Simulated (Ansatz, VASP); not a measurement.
## Two plane-wave programs on AlN

File INCAR:

```
SYSTEM = AlN
PREC = Accurate ; ENCUT = 520
EDIFF = 1E-6 ; ISMEAR = 0
SIGMA = 0.05 ; LREAL = .False.
LASPH = .True. ; NELM = 80
ALGO = Normal ; ISIF = 2
LWAVE = .False. ; LCHARG = .True.
LELF = .True. ; LVHAR = .True.
NBANDS = 16
```

The input KPOINTS:

```
regular mesh
0
Gamma
  9 9 6
  0 0 0
```

The input POSCAR:

```
AlN
1.0
    3.0631058397      0.0000000000      0.0000000000
   -1.5315529199      2.6527274717      0.0000000000
    0.0000000000      0.0000000000      4.9027355419
Al N
2 2
Direct
    0.3204731808      0.6409463615      0.0015212672
    0.6795268192      0.3590536385      0.5015212672
    0.3448088621      0.6896177243      0.3834787328
    0.6551911379      0.3103822757      0.8834787328
```

Input for Ansatz:

```yaml
crystal:
  lattice:
    - [3.0631058397, 0.0, 0.0]
    - [-1.5315529199, 2.6527274717, 0.0]
    - [0.0, 0.0, 4.9027355419]
  atoms:
    - { symbol: Al, position: [0.3204731808, 0.6409463615, 0.0015212672] }
    - { symbol: Al, position: [0.6795268192, 0.3590536385, 0.5015212672] }
    - { symbol: "N", position: [0.3448088621, 0.6896177243, 0.3834787328] }
    - { symbol: "N", position: [0.6551911379, 0.3103822757, 0.8834787328] }
basis:
  ecutwfc: 520.0
kpoints:
  mp_grid: { grid: [9, 9, 6] }
hamiltonian:
  xc: lda
scf:
  occupations: { method: gaussian, width: 0.05 }
output:
  forces: true
  stress: true
  eigenvalues: true
```

Change from the starting cell: mode 5 frozen in at -0.069 Å, equal normal strain along x, y and z -0.0083.

Alike in both runs: task single point; functional LDA; k mesh 9 × 9 × 6; occupations gaussian, width 0.05 eV; no spin polarisation.

|  | VASP | Ansatz |
| --- | --- | --- |
| version | VASP 6.6.1 | Ansatz 0.2.0 |
| potentials or method | VASP PAW LDA potentials, release 64 (Al, N), cutoff 520 eV | scalar-relativistic, plane waves, PAW |
| valence electrons in the cell | 16 | 16 |

Ansatz gave:

| Item | Value |
| --- | --- |
| gap on the k mesh at the Fermi level (eV) | 4.59 |
| least direct gap on the mesh (eV) | 4.59 |
| pressure (GPa) | 5.4 |
| traceless stress, the component that is largest in VASP (GPa) | -0.16 |
| rms of the force components (eV/Å) | 0.169 |

**Question.** What did VASP give for the same quantities?

**Answer.** gap on the k mesh at the Fermi level (eV): 4.59; least direct gap on the mesh (eV): 4.59; pressure (GPa): 6.1; traceless stress, the component that is largest in VASP (GPa): -0.20; rms of the force components (eV/Å): 0.169.

LDA's correlation is that of Perdew and Zunger in VASP and of Perdew and Wang (1992) in Ansatz. Atom by atom the forces differ by 0.002 eV/Å (rms over components).
